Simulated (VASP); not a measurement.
## TiAl (sol): single point with PBEsol

The system is TiAl (sol).

```
CELL_PARAMETERS angstrom
2.86726 0.00000 0.00000
-1.43363 2.48312 0.00000
0.00000 0.00000 4.67808
ATOMIC_POSITIONS crystal
Ti 0.00000 0.00000 0.00000
Al 0.33333 0.66667 0.50000
```

```
Program                : VASP 6.6.1
Task                   : single point
Functional             : PBEsol
Potentials or basis    : VASP PAW PBE potentials, release 64 (Ti_sv, Al)
Cutoff                 : 500 eV
k mesh                 : 9 × 9 × 4
Occupations            : gaussian, width 0.1 eV
Spin                   : no spin polarisation
Dipole correction      : no
Further INCAR settings : ALGO = Normal; EDIFF = 1e-06; NBANDS = 14
```

- Pressure: -2.8 GPa

Stress tensor (GPa, compression positive):
```
-2.61  0.00  0.00
 0.00 -2.61  0.00
 0.00  0.00 -3.32
```

Levels at points of the mesh, in eV from the Fermi level:
```
           k point  band 5  band 6  band 7  band 8  band 9  band 10
(0.00, 0.00, 0.00)   -8.96   -2.32   -1.86    1.27    1.27     2.74
(0.00, 0.00, 0.50)   -8.07   -5.29   -0.46    1.28    1.28     2.66
```

Run time: 31 s on 1 thread of Intel Xeon 8259CL, with other jobs on the host, peak memory 0.16 GiB.

Caveat: the PAW data sets were made with another functional, which shifts forces and pressure a little.
